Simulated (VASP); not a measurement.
Write the native input for VASP 6.6.1 that does the following.

- Task: single point
- Functional: PBEsol
- Potentials or basis: VASP PAW PBE potentials, release 64 (W_sv, S)
- Cutoff: 520 eV
- k mesh: 12 × 12 × 4
- Occupations: gaussian, width 0.05 eV
- Spin: no spin polarisation
- Dipole correction: no
- Further INCAR settings: ALGO = Normal; EDIFF = 1e-06; NBANDS = 35

The structure of WS2 lies in POSCAR:

```
WS2
1.0
    3.1799996605      0.0000000000      0.0000000000
   -1.5899998303      2.7539604900      0.0000000000
    0.0000000000      0.0000000000     12.5000000000
W S
2 4
Direct
    0.3333333333      0.6666666667      0.2500000000
    0.6666666667      0.3333333333      0.7500000000
    0.4276729660      0.7610062994      0.6200000000
    0.6666666667      0.3333333333      0.1200000000
    0.3333333333      0.6666666667      0.8800000000
    0.6666666667      0.3333333333      0.3800000000
```

This cell differs from its parent crystal: atom 3 (S) moved -0.300 Å towards its neighbour atom 3 (S) at 3.180 Å.

One way to write it, as run:

INCAR

```
SYSTEM = WS2
  PREC = Accurate
  ENCUT = 520
  EDIFF = 1E-6
  ISMEAR = 0
  SIGMA = 0.05
  LREAL = .FALSE.
  LASPH = .TRUE.
  NELM = 60
  ALGO = Normal
  ISIF = 2
  LWAVE = .FALSE.
  LCHARG = .TRUE.
  GGA = PS
  LELF = .TRUE.
  LVHAR = .TRUE.
  NBANDS = 35
```

KPOINTS

```
Automatic mesh
0
G
  12 12 4
  0 0 0
```

Potentials or basis: VASP PAW PBE potentials, release 64 (W_sv, S).

Launch:

```console
$ cat potpaw_PBE.64/W_sv/POTCAR potpaw_PBE.64/S/POTCAR > POTCAR
$ mpirun -np 1 vasp_std > vasp.out
```

It gave:

```yaml
Pressure: -7.3 GPa
Largest_force: 2.787 eV/Å
Band_gap_on_the_k_mesh: 0.91 eV (least direct gap 1.42 eV)
```

Caveat: the cell differs from its parent crystal (atom 3 (S) moved -0.300 Å towards its neighbour atom 3 (S) at 3.180 Å); the cell stands under tension; the PAW data sets were made with another functional, which shifts forces and pressure a little; spin-orbit coupling is left out, which moves the levels of the heavy elements.

Wall time 25 min on 1 thread of Oxide Virtual Turin-like Processor (shared host), peak memory 0.83 GiB.
